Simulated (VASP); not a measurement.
# SrTiO3 (I4/mcm) in VASP: relaxation of cell and atoms with PBE

Aim: the relaxation of cell and atoms of SrTiO3 with PBE.

Program: VASP 6.6.1. These are calculated values, not measurements. Logs are shortened: lines on timing, memory, paths and dates and some standing lists are left out, and cuts for length are marked.

**1. The cell of the first run**

Symmetry: I4/mcm, No. 140, tetragonal system. The conventional cell has a = 5.400 Å, b = 5.400 Å, c = 7.700 Å, α = 90.00°, β = 90.00°, γ = 90.00°. Sr (site symmetry -42m) has 12 O at 2.61 to 2.82 Å and 8 Ti at 3.32 Å within 3.4 Å. Ti (site symmetry 4/m) has 6 O at 1.92 to 1.93 Å within 2.5 Å. Within 2.8 Å of O (site symmetry 422) lie 2 Ti at 1.93 Å and 4 Sr at 2.70 Å and 8 O at 2.72 Å. Within 2.5 Å of O (site symmetry m2m) lie 2 Ti at 1.92 Å.

**2. Relaxation of cell and atoms, PBE**

The input, INCAR:

```
SYSTEM = SrTiO3
PREC = Accurate ; ENCUT = 600
EDIFF = 1E-7 ; ISMEAR = 0
SIGMA = 0.01 ; LREAL = .FALSE.
LASPH = .TRUE. ; NELM = 60
ALGO = Normal ; ISIF = 3
LWAVE = .FALSE. ; LCHARG = .FALSE.
GGA = PE ; IBRION = 2
NSW = 80 ; EDIFFG = -0.003
```

The input, KPOINTS:

```
regular mesh
0
G
  6 6 6
  0 0 0
```

The input, POSCAR:

```
SrTiO3
1.0
   -2.7000000000      2.7000000000      3.8500000000
    2.7000000000     -2.7000000000      3.8500000000
    2.7000000000      2.7000000000     -3.8500000000
Sr Ti O
2 2 6
Direct
    0.7500000000      0.2500000000      0.5000000000
    0.2500000000      0.7500000000      0.5000000000
    0.0000000000      0.0000000000      0.0000000000
    0.5000000000      0.5000000000      0.0000000000
    0.2500000000      0.2500000000      0.0000000000
    0.7500000000      0.7500000000      0.0000000000
    0.7700000000      0.2700000000      0.0400000000
    0.2300000000      0.7300000000      0.9600000000
    0.2700000000      0.2300000000      0.5000000000
    0.7300000000      0.7700000000      0.5000000000
```

Potentials or basis: VASP PAW PBE potentials, release 64 (Sr_sv, Ti_sv, O).

The run is started by

```
cat potpaw_PBE.64/Sr_sv/POTCAR potpaw_PBE.64/Ti_sv/POTCAR potpaw_PBE.64/O/POTCAR > POTCAR
mpirun -np 1 vasp_std > vasp.out
```

OUTCAR:

```text
SYSTEM = SrTiO3
   PREC = Accurate
   ENCUT = 600
   EDIFF = 1E-7
   ISMEAR = 0
   LREAL = .FALSE.
   LASPH = .TRUE.
   NELM = 60
   ISIF = 3
   GGA = PE
   IBRION = 2
   NSW = 80
   EDIFFG = -0.003

 ion  position               nearest neighbor table
   1  0.750  0.250  0.500-   8 2.61   9 2.61  10 2.61   7 2.61   5 2.70   6 2.70   6 2.70   5 2.70
                             7 2.82   8 2.82   9 2.82  10 2.82   3 3.32   3 3.32   4 3.32   4 3.32
   2  0.250  0.750  0.500-   7 2.61   9 2.61  10 2.61   8 2.61   5 2.70   6 2.70   5 2.70   6 2.70
                             8 2.82   7 2.82  10 2.82   9 2.82   4 3.32   3 3.32   4 3.32   3 3.32
   3  0.000  0.000  0.000-   7 1.92   8 1.92   9 1.92  10 1.92   5 1.93   6 1.93   1 3.32   2 3.32
                             1 3.32   1 3.32   2 3.32   2 3.32   1 3.32   2 3.32
   4  0.500  0.500  0.000-   7 1.92   8 1.92  10 1.92   9 1.92   5 1.93   6 1.93   1 3.32   2 3.32
                             2 3.32   1 3.32   2 3.32   1 3.32   2 3.32   1 3.32
   5  0.250  0.250  0.000-   3 1.93   4 1.93   1 2.70   2 2.70   2 2.70   1 2.70
   6  0.750  0.750  0.000-   3 1.93   4 1.93   1 2.70   2 2.70   1 2.70   2 2.70
   7  0.770  0.270  0.040-   3 1.92   4 1.92   2 2.61   1 2.61   1 2.82   2 2.82
   8  0.230  0.730  0.960-   3 1.92   4 1.92   1 2.61   2 2.61   2 2.82   1 2.82
   9  0.270  0.230  0.500-   4 1.92   3 1.92   1 2.61   2 2.61   2 2.82   1 2.82
  10  0.730  0.770  0.500-   3 1.92   4 1.92   1 2.61   2 2.61   2 2.82   1 2.82

  LATTYP: Found a body centered tetragonal cell.
 ALAT       =     5.4000000000
 C/A-ratio  =     1.4259259259

  Lattice vectors:

 A1 = (  -2.7000000000,   2.7000000000,   3.8500000000)
 A2 = (   2.7000000000,  -2.7000000000,   3.8500000000)
 A3 = (   2.7000000000,   2.7000000000,  -3.8500000000)

Analysis of symmetry for initial positions (statically):
=====================================================================
 Subroutine PRICEL returns:
 Original cell was already a primitive cell.

 Routine SETGRP: Setting up the symmetry group for a
 body centered tetragonal supercell.

 Subroutine GETGRP returns: Found 16 space group operations
 (whereof  8 operations were pure point group operations)
 out of a pool of 16 trial point group operations.

The static configuration has the point symmetry C_4h.
 The point group associated with its full space group is D_4h.

Analysis of symmetry for dynamics (positions and initial velocities):
=====================================================================
 Subroutine PRICEL returns:
 Original cell was already a primitive cell.

 Routine SETGRP: Setting up the symmetry group for a
 body centered tetragonal supercell.

 Subroutine GETGRP returns: Found 16 space group operations
 (whereof  8 operations were pure point group operations)
 out of a pool of 16 trial point group operations.
[... 133 lines left out ...]
   ISMEAR =     0;   SIGMA  =   0.01  broadening in eV -4-tet -1-fermi 0-gaus
   EFERMI_NEDOS =   21; number of points for ismear=-14 and -15
   IALGO  =     38    algorithm
   IMIX   =      4    mixing-type and parameters
     AMIX     =   0.40;   BMIX     =  1.00
     AMIX_MAG =   1.60;   BMIX_MAG =  1.00
  volume/ion in A,a.u.               =      11.23        75.76
  Fermi-wavevector in a.u.,A,eV,Ry     =   1.462252  2.763255 29.091698  2.138179
  Thomas-Fermi vector in A             =   2.578487
   LORBIT       =      0    0 simple, 1 ext, 2 COOP (PROOUT), +10 PAW based schemes
   GGA     = PE    functional components
   LHFCALC =     F    Hartree Fock is set to
   AEXX    =    0.0000 exact exchange contribution
   IVDW    =     0    specifies the selected vdW correction
   LEPSILON=     F    determine dielectric tensor
   LRPA    =     F    only Hartree local field effects (RPA)
 conjugate gradient relaxation of ions
 non-spin polarized calculation
 Gauss-broadening in eV      SIGMA  =   0.01
  energy-cutoff  :      600.00
  volume of cell :      112.27
 maximum number of plane-waves:      3764
 NGX is ok and might be reduce to    48
   NGX = 21   NGY = 21   NGZ = 21

--------------------------------------- Ionic step        1  -------------------------------------------

 number of electron      79.9999991 magnetization

 Free energy of the ion-electron system (eV)
  ---------------------------------------------------
  ext. energy  EPLUGINS =         0.00000000
  ---------------------------------------------------
  free energy    TOTEN  =       -79.71100435 eV

  energy without entropy =      -79.71100435  energy(sigma->0) =      -79.71100435

------------------------ aborting loop because EDIFF is reached ----------------------------------------

  FORCE on cell =-STRESS in cart. coord.  units (eV):
  Direction    XX          YY          ZZ          XY          YZ          ZX
  --------------------------------------------------------------------------------------
  -------------------------------------------------------------------------------------
  Total       12.3265244     12.3265244     11.5539954      0.0000000      0.0000000      0.0000000
  in kB      175.9150400    175.9150400    164.8900775      0.0000000      0.0000000      0.0000000
  external PRESSURE =     172.2400525 kB  Pullay stress =       0.0000000 kB
[... 339 lines left out ...]
--------------------------------------- Ionic step        9  -------------------------------------------

 number of electron      80.0000013 magnetization

 Free energy of the ion-electron system (eV)
  ---------------------------------------------------
  ext. energy  EPLUGINS =         0.00000000
  ---------------------------------------------------
  free energy    TOTEN  =       -80.20774462 eV

  energy without entropy =      -80.20774462  energy(sigma->0) =      -80.20774462

 E-fermi :   4.0760     XC(G=0): -11.1352

 val. band max:        3.8717995777   @ k =   0.0000   0.0000   0.0000
 cond. band min:       5.7537185800   @ k =   0.0000   0.0000   0.0000
 fundamental gap:      1.8819190023
 Fermi energy:         4.0759758804

 k-point     1 :       0.0000    0.0000    0.0000
  band No.  band energies     occupation
      1     -52.6628      2.00000
      2     -52.6589      2.00000
      3     -28.9469      2.00000
      4     -28.9453      2.00000
      5     -28.9453      2.00000
      6     -28.8913      2.00000
[... 1213 lines left out ...]
     47       8.4552      0.00000
     48       9.4307      0.00000

 [... further k-points ...]

------------------------ aborting loop because EDIFF is reached ----------------------------------------

  FORCE on cell =-STRESS in cart. coord.  units (eV):
  Direction    XX          YY          ZZ          XY          YZ          ZX
  --------------------------------------------------------------------------------------
  -------------------------------------------------------------------------------------
  Total       -0.0047276     -0.0047276      0.0006266      0.0000000      0.0000000      0.0000000
  in kB       -0.0619784     -0.0619784      0.0082143      0.0000000      0.0000000      0.0000000
  external PRESSURE =      -0.0385809 kB  Pullay stress =       0.0000000 kB
[... 25 lines left out ...]
  FREE ENERGIE OF THE ION-ELECTRON SYSTEM (eV)
  ---------------------------------------------------
  free  energy   TOTEN  =       -80.2077446196 eV

  energy  without entropy=      -80.2077446196  energy(sigma->0) =      -80.20774462

 reached required accuracy - stopping structural energy minimisation
```

OSZICAR:

```text
N       E                     dE             d eps       ncg     rms          rms(c)
DAV:   1     0.109752653108E+04    0.10975E+04   -0.44564E+04  2880   0.205E+03
DAV:   2     0.720366874757E+02   -0.10255E+04   -0.98131E+03  3160   0.570E+02
DAV:   3    -0.911071511773E+02   -0.16314E+03   -0.15813E+03  3768   0.207E+02
[... 106 lines left out ...]
DAV:   5    -0.802077414025E+02   -0.77769E-06   -0.13527E-06  3960   0.848E-03    0.798E-03
DAV:   6    -0.802077434563E+02   -0.20537E-05   -0.23200E-06  4736   0.508E-03    0.392E-03
DAV:   7    -0.802077442139E+02   -0.75767E-06   -0.38329E-07  3200   0.301E-03    0.127E-03
DAV:   8    -0.802077446069E+02   -0.39298E-06   -0.14578E-07  2208   0.169E-03    0.350E-04
DAV:   9    -0.802077446196E+02   -0.12727E-07   -0.37624E-08  1560   0.118E-03
   9 F= -.80207745E+02 E0= -.80207745E+02  d E =-.241426E-04
```

CONTCAR:

```text
SrTiO3
   1.00000000000000
    -2.7814249114399776    2.7814249114399776    3.9492215209212573
     2.7814249114399776   -2.7814249114399776    3.9492215209212573
     2.7814249114399776    2.7814249114399776   -3.9492215209212573
  Sr              Ti              O
     2     2     6
Direct
     0.7500000000000000    0.2500000000000000    0.5000000000000000
     0.2500000000000000    0.7500000000000000    0.5000000000000000
     0.0000000000000000    0.0000000000000000    0.0000000000000000
     0.5000000000000000    0.5000000000000000    0.0000000000000000
     0.2500000000000000    0.2500000000000000    0.0000000000000000
     0.7500000000000000    0.7500000000000000    0.0000000000000000
     0.7702524636582266    0.2702524636582265    0.0405049273164460
     0.2297475363417735    0.7297475363417734    0.9594950726835541
     0.2702524636582265    0.2297475363417735    0.5000000000000000
     0.7297475363417734    0.7702524636582266    0.5000000000000000

  0.00000000E+00  0.00000000E+00  0.00000000E+00
  0.00000000E+00  0.00000000E+00  0.00000000E+00
  0.00000000E+00  0.00000000E+00  0.00000000E+00
  0.00000000E+00  0.00000000E+00  0.00000000E+00
  0.00000000E+00  0.00000000E+00  0.00000000E+00
  0.00000000E+00  0.00000000E+00  0.00000000E+00
  0.00000000E+00  0.00000000E+00  0.00000000E+00
  0.00000000E+00  0.00000000E+00  0.00000000E+00
  0.00000000E+00  0.00000000E+00  0.00000000E+00
  0.00000000E+00  0.00000000E+00  0.00000000E+00
```

Run time: 27 min. Hardware: 1 thread of Intel Xeon Platinum 8259CL at 2.50GHz (Skylake/Cascade Lake), shared host; peak memory 0.45 GiB.

What came out:

* Free energy: -80.2077 eV
* Relaxed volume: 12.22 Å³/atom
* Relaxed cell: a = 5.574 Å, b = 5.574 Å, c = 5.574 Å, α = 120.13°, β = 120.13°, γ = 89.77°
* Space group after relaxing (to 0.1 Å): I4/mcm (No. 140)
* Energy gained by relaxing: 49.7 meV/atom
* Ionic steps: 9
* Pressure after relaxing: 0.0 GPa
* Band gap on the k mesh: 1.88 eV

Step by step:
| step | energy change (eV) | largest force (eV/Å) | pressure (GPa) | volume (Å³) |
| --- | --- | --- | --- | --- |
| 1 | 0.0000 | 0.0636 | 17.22 | 112.27 |
| 2 | -0.0629 | 0.0381 | -11.89 | 133.04 |
| 3 | -0.4963 | 0.0042 | -0.19 | 122.35 |
| 4 | -0.4964 | 0.0052 | 0.09 | 122.14 |
| 5 | -0.4967 | 0.0028 | 0.09 | 122.14 |
| 6 | -0.4967 | 0.0012 | 0.10 | 122.13 |
| 7 | -0.4967 | 0.0016 | 0.10 | 122.13 |
| 8 | -0.4967 | 0.0009 | -0.08 | 122.27 |
| 9 | -0.4967 | 0.0012 | 0.00 | 122.21 |

Final structure:
```
Sr Ti O
1.0
    -2.78142    2.78142    3.94922
     2.78142   -2.78142    3.94922
     2.78142    2.78142   -3.94922
Sr Ti O
2 2 6
Direct
  0.75000 0.25000 0.50000
  0.25000 0.75000 0.50000
  0.00000 0.00000 0.00000
  0.50000 0.50000 0.00000
  0.25000 0.25000 0.00000
  0.75000 0.75000 0.00000
  0.77025 0.27025 0.04050
  0.22975 0.72975 0.95950
  0.27025 0.22975 0.50000
  0.72975 0.77025 0.50000
```

Levels at points of the mesh, in eV from the valence-band top:
```csv
k point,band 37,band 38,band 39,band 40,band 41,band 42,band 43,band 44
"(0.00, 0.00, 0.00)",-0.32,-0.09,0.00,0.00,1.88,1.88,1.89,3.97
"(0.50, 0.00, 0.00)",-0.76,-0.76,-0.56,-0.56,3.26,3.26,3.31,3.31
"(0.50, 0.50, 0.00)",-1.39,-0.69,-0.68,-0.05,2.01,3.62,3.64,3.65
"(0.50, 0.50, 0.50)",-1.46,-0.65,-0.65,-0.07,2.04,3.58,3.58,3.75
```
